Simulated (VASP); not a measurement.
Runs of VASP 6.6.1 on AgI (zincblende type). The structure is that of space group F-43m (No. 216), or close to it. The cells are those of the table. 

| task | cell | cutoff (eV) | k mesh for the DOS | occupations for the DOS | gap on the mesh (eV) | pressure (GPa) |
| --- | --- | --- | --- | --- | --- | --- |
| single point | a = 4.235 Å, angles 60.0°, 2 atoms | 500 | - | - | (c) | 13.7 |
| single point | a = 4.405 Å, angles 60.0°, 2 atoms | 500 | - | - | 1.20 | (b) |
| single point | a = 4.051 Å, angles 60.0°, 2 atoms | 500 | - | - | 1.23 | 31.4 |
| single point | a = 3.621 Å, angles 60.0°, 2 atoms | 500 | - | - | (a) | 146.8 |

Alike in all rows: level PBEsol; potentials or basis VASP PAW PBE potentials, release 64 (Ag, I); no spin polarisation; k mesh 12 × 12 × 12; smearing fermi-dirac 0.05 eV.

Task: Fill in the values left out.

Result: (a) 1.03; (b) 4.7; (c) 1.21.

Caveats: the PAW data sets were made with another functional, which shifts forces and pressure a little; spin-orbit coupling is left out, which moves the levels of the heavy elements.

A k mesh can miss the band edges, and the runs leave out spin-orbit coupling on Ag, I.
